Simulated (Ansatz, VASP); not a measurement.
## ZrB2 in VASP and in Ansatz

Contents of INCAR:

```
  PREC = Accurate
  ENCUT = 520
  EDIFF = 1E-6
  ISMEAR = 0
  SIGMA = 0.15
  LREAL = False
  LASPH = True
  NELM = 60
  ALGO = Normal
  ISIF = 2
  LWAVE = False
  LCHARG = False
  NBANDS = 16
```

The input KPOINTS:

```
Automatic mesh
0
Gamma
  18 18 12
```

File POSCAR:

```
ZrB2
1.0
    2.9868959279      0.0000000000      0.0000000000
   -1.4934479640      2.5867277520      0.0000000000
    0.0000000000      0.0000000000      3.9907916493
Zr B
1 2
Direct
    0.0000000000      0.0000000000      0.0000000000
    0.3333333333      0.6666666667      0.5000000000
    0.6666666667      0.3333333333      0.5000000000
```

Input for Ansatz:

```yaml
crystal:
  lattice:
    - [2.9868959279, 0.0, 0.0]
    - [-1.493447964, 2.586727752, 0.0]
    - [0.0, 0.0, 3.9907916493]
  atoms:
    - { symbol: Zr, position: [0.0, 0.0, 0.0] }
    - { symbol: B, position: [0.3333333333, 0.6666666667, 0.5] }
    - { symbol: B, position: [0.6666666667, 0.3333333333, 0.5] }
basis:
  ecutwfc: 520.0
kpoints:
  mp_grid: { grid: [18, 18, 12] }
hamiltonian:
  xc: lda
  pseudopotentials: { kind: paw }
scf:
  occupations: { method: gaussian, width: 0.15 }
output:
  forces: true
  stress: true
  eigenvalues: true
```

Alike in both runs: task single point; functional LDA; k mesh 18 × 18 × 12; occupations gaussian, width 0.15 eV; no spin polarisation.

|  | VASP | Ansatz |
| --- | --- | --- |
| version | VASP 6.6.1 | Ansatz 0.2.0 |
| potentials or method | VASP PAW LDA potentials, release 64 (Zr_sv, B), cutoff 520 eV | scalar-relativistic, plane waves, PAW |
| valence electrons in the cell | 18 | 18 |

|  | VASP | Ansatz | Ansatz less VASP |
| --- | --- | --- | --- |
| gap on the k mesh at the Fermi level (eV) | none | none | - |
| pressure (GPa) | -3.0 | -3.5 | -0.42 |
| traceless stress, the component that is largest in VASP (GPa) | -37.44 | -37.44 | -0.007 |

LDA's correlation is that of Perdew and Zunger in VASP and of Perdew and Wang (1992) in Ansatz. A gap of «none» marks a metal or a gap that the smearing closes.
